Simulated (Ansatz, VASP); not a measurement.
## One calculation of Te, two programs

Contents of INCAR:

```
ALGO = Normal ; EDIFF = 1E-8
ENCUT = 520 ; GGA = PE
GGA_COMPAT = False ; ISIF = 2
ISMEAR = 1 ; LASPH = True
LCHARG = False ; LEFG = True
LORBIT = 11 ; LORBMOM = True
LREAL = False ; LSORBIT = True
LWAVE = False ; MAGMOM = 0 0 0
NBANDS = 17 ; NELM = 150
PREC = Accurate ; SIGMA = 0.05
```

Contents of KPOINTS:

```
k-points
0
Gamma
  9 9 9
```

File POSCAR:

```
Te
1.0
    3.1541904700      0.0000000000      0.0000000000
   -0.2173210954      3.1466949427      0.0000000000
   -0.2173210954     -0.2328476703      3.1380680402
Te
1
Direct
    0.5000000000      0.5000000000      0.5000000000
```

The input input.yaml:

```yaml
crystal:
  lattice:
    - [3.15419047, 0.0, 0.0]
    - [-0.2173210954, 3.1466949427, 0.0]
    - [-0.2173210954, -0.2328476703, 3.1380680402]
  atoms:
    - { symbol: Te, position: [0.5, 0.5, 0.5] }
hamiltonian:
  xc: pbe
  pseudopotentials: { kind: paw_fr }
magnetization:
  noncollinear: true
  spin_orbit: true
kpoints:
  mp_grid: { grid: [9, 9, 9] }
scf:
  occupations: { method: cold, width: 0.05 }
output:
  forces: true
  stress: true
  eigenvalues: true
  efg: {}
```

Alike in both runs: task electric field gradients; functional PBE; k mesh 9 × 9 × 9; non-collinear spin, spin-orbit coupling.

|  | VASP | Ansatz |
| --- | --- | --- |
| version | VASP 6.6.1 | Ansatz 0.2.0 |
| potentials or method | VASP PAW PBE potentials, release 64 (Te) | Ansatz PAW |
| plane-wave cutoff (eV) | 520 | 420 |
| occupations | methfessel-paxton of order 1, width 0.05 eV | cold, width 0.05 eV |
| valence electrons in the cell | 6 | 16 |

Ansatz gave:

- pressure (GPa): 2.9
- traceless stress, the component that is largest in VASP (GPa): -0.09
- net moment per atom (μB): 0.00
- size of Vzz on the site where it differs most (V/Å²): 99.3

**Question.** Estimate VASP's values.

**Answer.** Pressure (GPa): 2.9; traceless stress, the component that is largest in VASP (GPa): -0.10; net moment per atom (μB): 0.00; size of Vzz on the site where it differs most (V/Å²): 95.2.

VASP's potentials hold 6 valence electrons a cell and Ansatz's 16, so a difference there can come from the potentials and not from the codes.
